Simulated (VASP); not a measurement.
A run of VASP 6.6.1 is set up as follows.

File INCAR:

```
SYSTEM = ZnS
PREC = Accurate ; ENCUT = 600
EDIFF = 1E-7 ; ISMEAR = 0
SIGMA = 0.02 ; LREAL = .False.
LASPH = .True. ; NELM = 100
ALGO = Normal ; ISIF = 3
LWAVE = .False. ; LCHARG = .False.
GGA = PE ; IBRION = 2
NSW = 100 ; EDIFFG = -0.005
```

File KPOINTS:

```
Automatic mesh
0
Gamma
  9 9 6
  0 0 0
```

The input POSCAR:

```
ZnS
1.0
    3.8109987816      0.0000000000      0.0000000000
   -1.9054993908      3.3004217586      0.0000000000
    0.0000000000      0.0000000000      6.2340000000
Zn S
2 2
Direct
    0.3333333333      0.6666666667      0.0000000000
    0.6666666667      0.3333333333      0.5000000000
    0.3333333333      0.6666666667      0.3850000000
    0.6666666667      0.3333333333      0.8850000000
```

Potentials or basis: VASP PAW PBE potentials, release 64 (Zn, S).

Launch:

```sh
$ cat potpaw_PBE.64/Zn/POTCAR potpaw_PBE.64/S/POTCAR > POTCAR
$ mpirun -np 1 vasp_std > vasp.out
```

(1) What does it give for the relaxed volume?

(2) Predict the relaxed cell.

(3) Estimate the band gap on the k mesh.

Results:

(1) 20.23 Å³/atom.

(2) a = 3.848 Å, b = 3.848 Å, c = 6.310 Å, α = 90.00°, β = 90.00°, γ = 120.00°.

(3) 2.07 eV, direct.
